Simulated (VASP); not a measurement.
# TiO2 (P4_2/mnm) in VASP: further runs, part 2 of 3

VASP 6.6.1. The steps go on from the part before.

### 4 Electric field gradients, LDA (equal xx and yy strain of +1 %)

Input file INCAR:

```
SYSTEM = TiO2
PREC = Accurate ; ENCUT = 520
EDIFF = 1E-8 ; ISMEAR = -1
SIGMA = 0.05 ; LREAL = .FALSE.
LASPH = .TRUE. ; NELM = 80
ALGO = Normal ; ISIF = 2
LWAVE = .FALSE. ; LCHARG = .FALSE.
LEFG = .TRUE. ; NBANDS = 33
```

Input file KPOINTS:

```
Automatic mesh
0
G
  7 7 10
  0 0 0
```

Input file POSCAR:

```
TiO2
1.0
    4.6399400000      0.0000000000      0.0000000000
    0.0000000000      4.6399400000      0.0000000000
    0.0000000000      0.0000000000      2.9590000000
Ti O
2 4
Direct
    0.0000000000      0.0000000000      0.0000000000
    0.5000000000      0.5000000000      0.5000000000
    0.3060000000      0.3060000000      0.0000000000
    0.1940000000      0.8060000000      0.5000000000
    0.6940000000      0.6940000000      0.0000000000
    0.8060000000      0.1940000000      0.5000000000
```

Potentials or basis: VASP PAW LDA potentials, release 64 (Ti_sv, O).

On the command line:

```bash
$ cat potpaw_LDA.64/Ti_sv/POTCAR potpaw_LDA.64/O/POTCAR > POTCAR
$ mpirun -np 1 vasp_std > vasp.out
```

OUTCAR:

```text
SYSTEM = TiO2
   PREC = Accurate
   ENCUT = 520
   EDIFF = 1E-8
   ISMEAR = -1
   LREAL = .FALSE.
   LASPH = .TRUE.
   NELM = 80
   ISIF = 2

 ion  position               nearest neighbor table
   1  0.000  0.000  0.000-   4 1.95   6 1.95   4 1.95   6 1.95   5 2.01   3 2.01
   2  0.500  0.500  0.500-   3 1.95   5 1.95   3 1.95   5 1.95   4 2.01   6 2.01
   3  0.306  0.306  0.000-   2 1.95   2 1.95   1 2.01
   4  0.194  0.806  0.500-   1 1.95   1 1.95   2 2.01
   5  0.694  0.694  0.000-   2 1.95   2 1.95   1 2.01
   6  0.806  0.194  0.500-   1 1.95   1 1.95   2 2.01

  LATTYP: Found a simple tetragonal cell.
 ALAT       =     4.6399400000
 C/A-ratio  =     0.6377237637

  Lattice vectors:

 A1 = (   4.6399400000,   0.0000000000,   0.0000000000)
 A2 = (   0.0000000000,   4.6399400000,   0.0000000000)
 A3 = (   0.0000000000,   0.0000000000,   2.9590000000)

Analysis of symmetry for initial positions (statically):
=====================================================================
 Subroutine PRICEL returns:
 Original cell was already a primitive cell.

 Routine SETGRP: Setting up the symmetry group for a
 simple tetragonal supercell.

 Subroutine GETGRP returns: Found 16 space group operations
 (whereof  8 operations were pure point group operations)
 out of a pool of 16 trial point group operations.

The static configuration has the point symmetry D_2h.
 The point group associated with its full space group is D_4h.

Analysis of symmetry for dynamics (positions and initial velocities):
=====================================================================
 Subroutine PRICEL returns:
 Original cell was already a primitive cell.

 Routine SETGRP: Setting up the symmetry group for a
 simple tetragonal supercell.

 Subroutine GETGRP returns: Found 16 space group operations
 (whereof  8 operations were pure point group operations)
 out of a pool of 16 trial point group operations.

The dynamic configuration has the point symmetry D_2h.
 The point group associated with its full space group is D_4h.

 Subroutine INISYM returns: Found 16 space group operations
 (whereof  8 operations are pure point group operations),
 and found     1 'primitive' translations

----------------------------------------------------------------------------------------

                                     Primitive cell

  volume of cell :      63.7044

  direct lattice vectors                    reciprocal lattice vectors
     4.639940000  0.000000000  0.000000000     0.215520028  0.000000000  0.000000000
     0.000000000  4.639940000  0.000000000     0.000000000  0.215520028  0.000000000
     0.000000000  0.000000000  2.959000000     0.000000000  0.000000000  0.337952011

  length of vectors
     4.639940000  4.639940000  2.959000000     0.215520028  0.215520028  0.337952011

  position of ions in fractional coordinates (direct lattice)
     0.000000000  0.000000000  0.000000000
[... 108 lines left out ...]
  Fermi-wavevector in a.u.,A,eV,Ry     =   1.489700  2.815124 30.194113  2.219205
  Thomas-Fermi vector in A             =   2.602575
   LORBIT       =      0    0 simple, 1 ext, 2 COOP (PROOUT), +10 PAW based schemes
   GGA     = CA    functional components
   LHFCALC =     F    Hartree Fock is set to
   AEXX    =    0.0000 exact exchange contribution
   IVDW    =     0    specifies the selected vdW correction
   LEPSILON=     F    determine dielectric tensor
   LRPA    =     F    only Hartree local field effects (RPA)
 non-spin polarized calculation
  energy-cutoff  :      520.00
  volume of cell :       63.70
 maximum number of plane-waves:      1735
 NGX is ok and might be reduce to    36
   NGX = 17   NGY = 17   NGZ = 11

 number of electron      48.0000022 magnetization

 Free energy of the ion-electron system (eV)
  ---------------------------------------------------
  ext. energy  EPLUGINS =         0.00000000
  ---------------------------------------------------
  free energy    TOTEN  =       -58.67622874 eV

  energy without entropy =      -58.67622874  energy(sigma->0) =      -58.67622874

 E-fermi :   5.1607     XC(G=0): -11.8805

 val. band max:        4.2859325547   @ k =   0.0000   0.0000   0.0000
 cond. band min:       6.0842768333   @ k =   0.0000   0.0000   0.0000
 fundamental gap:      1.7983442786
 Fermi energy:         5.1606810812

 k-point     1 :       0.0000    0.0000    0.0000
  band No.  band energies     occupation
      1     -51.8938      2.00000
      2     -51.8775      2.00000
      3     -28.5859      2.00000
      4     -28.5859      2.00000
      5     -28.4268      2.00000
      6     -28.4268      2.00000
[... 853 lines left out ...]
     32       9.6151      0.00000
     33      10.5142      0.00000

 [... further k-points ...]

------------------------ aborting loop because EDIFF is reached ----------------------------------------

  FORCE on cell =-STRESS in cart. coord.  units (eV):
  Direction    XX          YY          ZZ          XY          YZ          ZX
  --------------------------------------------------------------------------------------
  -------------------------------------------------------------------------------------
  Total       -4.0648783     -4.0648783     -4.6459952     -0.0000000      0.0000000      0.0000000
  in kB     -102.2323725   -102.2323725   -116.8475587     -0.0000000      0.0000000      0.0000000
  external PRESSURE =    -107.1041012 kB  Pullay stress =       0.0000000 kB

 VOLUME and BASIS-vectors are now :
 -----------------------------------------------------------------------------
  energy-cutoff  :      520.00
  volume of cell :       63.70
      direct lattice vectors                 reciprocal lattice vectors
     4.639940000  0.000000000  0.000000000     0.215520028  0.000000000  0.000000000
     0.000000000  4.639940000  0.000000000     0.000000000  0.215520028  0.000000000
     0.000000000  0.000000000  2.959000000     0.000000000  0.000000000  0.337952011

 POSITION                                       TOTAL-FORCE (eV/Angst)
 -----------------------------------------------------------------------------------
      0.00000      0.00000      0.00000         0.000000      0.000000      0.000000
      2.31997      2.31997      1.47950         0.000000      0.000000      0.000000
      1.41982      1.41982      0.00000        -0.014901     -0.014901     -0.000000
      0.90015      3.73979      1.47950         0.014901     -0.014901     -0.000000
      3.22012      3.22012      0.00000         0.014901      0.014901      0.000000
      3.73979      0.90015      1.47950        -0.014901      0.014901      0.000000
 -----------------------------------------------------------------------------------
    total drift:                               -0.000000      0.000000      0.000000

  FREE ENERGIE OF THE ION-ELECTRON SYSTEM (eV)
  ---------------------------------------------------
  free  energy   TOTEN  =       -58.6762287407 eV

  energy  without entropy=      -58.6762287397  energy(sigma->0) =      -58.67622874

 Electric field gradients (V/A^2)
---------------------------------------------------------------------
 ion       V_xx      V_yy      V_zz      V_xy      V_xz      V_yz
---------------------------------------------------------------------
   1      13.093    13.093   -26.186    12.770    -0.000    -0.000
   2      13.093    13.093   -26.186   -12.770    -0.000    -0.000
   3       2.124     2.124    -4.248    19.136     0.000     0.000
   4       2.124     2.124    -4.248   -19.136    -0.000     0.000
   5       2.124     2.124    -4.248    19.136    -0.000     0.000
   6       2.124     2.124    -4.248   -19.136     0.000    -0.000
---------------------------------------------------------------------

 Electric field gradients after diagonalization (V/A^2)
 (convention: |V_zz| > |V_xx| > |V_yy|)
----------------------------------------------------------------------
 ion       V_xx      V_yy      V_zz     asymmetry (V_yy - V_xx)/ V_zz
----------------------------------------------------------------------
   1      25.862     0.323   -26.186       0.975
   2      25.862     0.323   -26.186       0.975
   3     -17.012    -4.248    21.259       0.600
   4     -17.012    -4.248    21.259       0.600
   5     -17.012    -4.248    21.259       0.600
   6     -17.012    -4.248    21.259       0.600
----------------------------------------------------------------------

           NMR quadrupolar parameters

 Cq : quadrupolar parameter    Cq=e*Q*V_zz/h
 eta: asymmetry parameters     (V_yy - V_xx)/ V_zz
 Q  : nuclear electric quadrupole moment in mb (millibarn)
----------------------------------------------------------------------
 ion       Cq(MHz)       eta       Q (mb)
----------------------------------------------------------------------
   1      -0.063       0.975       1.000
   2      -0.063       0.975       1.000
   3       0.051       0.600       1.000
   4       0.051       0.600       1.000
   5       0.051       0.600       1.000
   6       0.051       0.600       1.000
----------------------------------------------------------------------
```

OSZICAR:

```text
N       E                     dE             d eps       ncg     rms          rms(c)
DAV:   1     0.637809610877E+03    0.63781E+03   -0.24310E+04  3960   0.170E+03
DAV:   2     0.160318379434E+02   -0.62178E+03   -0.57631E+03  4326   0.508E+02
DAV:   3    -0.711854783710E+02   -0.87217E+02   -0.85410E+02  5377   0.184E+02
DAV:   4    -0.756818614086E+02   -0.44964E+01   -0.44860E+01  5731   0.395E+01
[... 10 lines left out ...]
DAV:  15    -0.586762289342E+02    0.36008E-04   -0.12724E-04  5603   0.880E-02    0.658E-03
DAV:  16    -0.586762289095E+02    0.24754E-07   -0.10350E-05  5606   0.210E-02    0.506E-03
DAV:  17    -0.586762287735E+02    0.13593E-06   -0.42778E-07  5312   0.562E-03    0.187E-03
DAV:  18    -0.586762287452E+02    0.28331E-07   -0.28075E-07  4610   0.307E-03    0.659E-04
DAV:  19    -0.586762287407E+02    0.45420E-08   -0.29163E-08  3701   0.108E-03
   1 F= -.58676229E+02 E0= -.58676229E+02  d E =-.985090E-09
```

stdout:

```text
POSCAR found type information on POSCAR TiO
 POSCAR found :  2 types and       6 ions
 scaLAPACK will be used
 LDA part: xc-table for (Slater(with rela. corr.)+CA(PZ))
 , standard interpolation
 POSCAR, INCAR and KPOINTS ok, starting setup
 FFT: planning ... GRIDC
 FFT: planning ... GRID_SOFT
 FFT: planning ... GRID
 WAVECAR not read
 entering main loop
ion   1

ion   2

ion   3

ion   4

ion   5

ion   6
```

Run time: 2.6 min. Hardware: 1 thread of Intel Xeon 8259CL, shared host; peak memory 0.22 GiB.

What came out:

* Free energy: -58.6762 eV
* Pressure: -10.7 GPa
* Largest force: 0.021 eV/Å
* Band gap on the k mesh: 1.80 eV
* Largest electric field gradient by atom: Ti -26.2; O +21.3 V/Å²

Forces on the atoms (eV/Å):
```
Ti   0.000  0.000  0.000
Ti   0.000  0.000  0.000
O   -0.015 -0.015  0.000
O    0.015 -0.015  0.000
O    0.015  0.015  0.000
O   -0.015  0.015  0.000
```

Stress tensor (GPa, compression positive):
```
-10.22   0.00   0.00
  0.00 -10.22   0.00
  0.00   0.00 -11.68
```

Electric field gradients, principal values (V/Å²):
| atom | least | middle | greatest (by size) |
| --- | --- | --- | --- |
| 1 Ti | 0.323 | 25.862 | -26.186 |
| 2 Ti | 0.323 | 25.862 | -26.186 |
| 3 O | -4.248 | -17.012 | 21.259 |
| 4 O | -4.248 | -17.012 | 21.259 |
| 5 O | -4.248 | -17.012 | 21.259 |
| 6 O | -4.248 | -17.012 | 21.259 |

Caveat: the cell differs from its parent crystal (equal xx and yy strain of +1 %); the cell stands under tension; without QUAD_EFG the Cq values of the log hold for a quadrupole moment of 1 mb, not for the nuclei.

### 5 Electric field gradients, LDA (equal xx and yy strain of +1 %)

Input file INCAR:

```
  PREC = Accurate
  ENCUT = 520
  EDIFF = 1E-8
  ISMEAR = -1
  SIGMA = 0.05
  LREAL = False
  LASPH = True
  NELM = 80
  ALGO = Normal
  ISIF = 2
  LWAVE = False
  LCHARG = False
  GGA = CA
  LEFG = True
  NBANDS = 33
```

Input file KPOINTS:

```
Automatic mesh
0
Gamma
  7 7 10
```

POSCAR is that of step 4.

Potentials or basis: VASP PAW LDA potentials, release 64 (Ti_sv, O).

On the command line:

```bash
$ cat potpaw_LDA.64/Ti_sv/POTCAR potpaw_LDA.64/O/POTCAR > POTCAR
$ mpirun -np 1 vasp_std > vasp.out
```

OUTCAR:

```text
PREC = Accurate
   ENCUT = 520
   EDIFF = 1E-8
   ISMEAR = -1
   LREAL = False
   LASPH = True
   NELM = 80
   ISIF = 2
   GGA = CA

 ion  position               nearest neighbor table
   1  0.000  0.000  0.000-   4 1.95   6 1.95   4 1.95   6 1.95   5 2.01   3 2.01
   2  0.500  0.500  0.500-   3 1.95   5 1.95   3 1.95   5 1.95   4 2.01   6 2.01
   3  0.306  0.306  0.000-   2 1.95   2 1.95   1 2.01
   4  0.194  0.806  0.500-   1 1.95   1 1.95   2 2.01
   5  0.694  0.694  0.000-   2 1.95   2 1.95   1 2.01
   6  0.806  0.194  0.500-   1 1.95   1 1.95   2 2.01

  LATTYP: Found a simple tetragonal cell.
 ALAT       =     4.6399400000
 C/A-ratio  =     0.6377237637

  Lattice vectors:

 A1 = (   4.6399400000,   0.0000000000,   0.0000000000)
 A2 = (   0.0000000000,   4.6399400000,   0.0000000000)
 A3 = (   0.0000000000,   0.0000000000,   2.9590000000)

Analysis of symmetry for initial positions (statically):
=====================================================================
 Subroutine PRICEL returns:
 Original cell was already a primitive cell.

 Routine SETGRP: Setting up the symmetry group for a
 simple tetragonal supercell.

 Subroutine GETGRP returns: Found 16 space group operations
 (whereof  8 operations were pure point group operations)
 out of a pool of 16 trial point group operations.

The static configuration has the point symmetry D_2h.
 The point group associated with its full space group is D_4h.

Analysis of symmetry for dynamics (positions and initial velocities):
=====================================================================
 Subroutine PRICEL returns:
[... 1045 lines left out ...]
  Total       -4.0648783     -4.0648783     -4.6459952     -0.0000000      0.0000000      0.0000000
  in kB     -102.2323725   -102.2323725   -116.8475587     -0.0000000      0.0000000      0.0000000
  external PRESSURE =    -107.1041012 kB  Pullay stress =       0.0000000 kB

 VOLUME and BASIS-vectors are now :
 -----------------------------------------------------------------------------
  energy-cutoff  :      520.00
  volume of cell :       63.70
      direct lattice vectors                 reciprocal lattice vectors
     4.639940000  0.000000000  0.000000000     0.215520028  0.000000000  0.000000000
     0.000000000  4.639940000  0.000000000     0.000000000  0.215520028  0.000000000
     0.000000000  0.000000000  2.959000000     0.000000000  0.000000000  0.337952011

 POSITION                                       TOTAL-FORCE (eV/Angst)
 -----------------------------------------------------------------------------------
      0.00000      0.00000      0.00000         0.000000      0.000000      0.000000
      2.31997      2.31997      1.47950         0.000000      0.000000      0.000000
      1.41982      1.41982      0.00000        -0.014901     -0.014901     -0.000000
      0.90015      3.73979      1.47950         0.014901     -0.014901     -0.000000
      3.22012      3.22012      0.00000         0.014901      0.014901      0.000000
      3.73979      0.90015      1.47950        -0.014901      0.014901      0.000000
 -----------------------------------------------------------------------------------
    total drift:                               -0.000000      0.000000      0.000000

  FREE ENERGIE OF THE ION-ELECTRON SYSTEM (eV)
  ---------------------------------------------------
  free  energy   TOTEN  =       -58.6762287407 eV

  energy  without entropy=      -58.6762287397  energy(sigma->0) =      -58.67622874

 Electric field gradients (V/A^2)
---------------------------------------------------------------------
 ion       V_xx      V_yy      V_zz      V_xy      V_xz      V_yz
---------------------------------------------------------------------
   1      13.093    13.093   -26.186    12.770    -0.000    -0.000
   2      13.093    13.093   -26.186   -12.770    -0.000    -0.000
   3       2.124     2.124    -4.248    19.136     0.000     0.000
   4       2.124     2.124    -4.248   -19.136    -0.000     0.000
   5       2.124     2.124    -4.248    19.136    -0.000     0.000
   6       2.124     2.124    -4.248   -19.136     0.000    -0.000
---------------------------------------------------------------------

 Electric field gradients after diagonalization (V/A^2)
 (convention: |V_zz| > |V_xx| > |V_yy|)
----------------------------------------------------------------------
 ion       V_xx      V_yy      V_zz     asymmetry (V_yy - V_xx)/ V_zz
----------------------------------------------------------------------
   1      25.862     0.323   -26.186       0.975
   2      25.862     0.323   -26.186       0.975
   3     -17.012    -4.248    21.259       0.600
   4     -17.012    -4.248    21.259       0.600
   5     -17.012    -4.248    21.259       0.600
   6     -17.012    -4.248    21.259       0.600
----------------------------------------------------------------------

           NMR quadrupolar parameters

 Cq : quadrupolar parameter    Cq=e*Q*V_zz/h
 eta: asymmetry parameters     (V_yy - V_xx)/ V_zz
 Q  : nuclear electric quadrupole moment in mb (millibarn)
----------------------------------------------------------------------
 ion       Cq(MHz)       eta       Q (mb)
----------------------------------------------------------------------
   1      -0.063       0.975       1.000
   2      -0.063       0.975       1.000
   3       0.051       0.600       1.000
   4       0.051       0.600       1.000
   5       0.051       0.600       1.000
   6       0.051       0.600       1.000
----------------------------------------------------------------------
```

OSZICAR:

```text
N       E                     dE             d eps       ncg     rms          rms(c)
DAV:   1     0.637809610877E+03    0.63781E+03   -0.24310E+04  3960   0.170E+03
DAV:   2     0.160318379434E+02   -0.62178E+03   -0.57631E+03  4326   0.508E+02
DAV:   3    -0.711854783710E+02   -0.87217E+02   -0.85410E+02  5377   0.184E+02
DAV:   4    -0.756818614086E+02   -0.44964E+01   -0.44860E+01  5731   0.395E+01
[... 10 lines left out ...]
DAV:  15    -0.586762289342E+02    0.36008E-04   -0.12724E-04  5603   0.880E-02    0.658E-03
DAV:  16    -0.586762289095E+02    0.24754E-07   -0.10350E-05  5606   0.210E-02    0.506E-03
DAV:  17    -0.586762287735E+02    0.13593E-06   -0.42778E-07  5312   0.562E-03    0.187E-03
DAV:  18    -0.586762287452E+02    0.28331E-07   -0.28075E-07  4610   0.307E-03    0.659E-04
DAV:  19    -0.586762287407E+02    0.45420E-08   -0.29163E-08  3701   0.108E-03
   1 F= -.58676229E+02 E0= -.58676229E+02  d E =-.985090E-09
```

Run time: 2.9 min. Hardware: 1 thread of Intel Xeon 8259CL, shared host; peak memory 0.22 GiB.

What came out:

```
Free energy                             : -58.6762 eV
Pressure                                : -10.7 GPa
Largest force                           : 0.021 eV/Å
Band gap on the k mesh                  : 1.80 eV
Largest electric field gradient by atom : Ti -26.2; O +21.3 V/Å²
```

Forces in eV/Å, atoms in the order of the input:
```
Ti   0.000  0.000  0.000
Ti   0.000  0.000  0.000
O   -0.015 -0.015  0.000
O    0.015 -0.015  0.000
O    0.015  0.015  0.000
O   -0.015  0.015  0.000
```

Electric field gradients, principal values (V/Å²):
```csv
atom,least,middle,greatest (by size)
1 Ti,0.323,25.862,-26.186
2 Ti,0.323,25.862,-26.186
3 O,-4.248,-17.012,21.259
4 O,-4.248,-17.012,21.259
5 O,-4.248,-17.012,21.259
6 O,-4.248,-17.012,21.259
```

Caveat: the cell differs from its parent crystal (equal xx and yy strain of +1 %); the cell stands under tension; without QUAD_EFG the Cq values of the log hold for a quadrupole moment of 1 mb, not for the nuclei. A k mesh can miss the band edges.

[end of part 2 of 3]
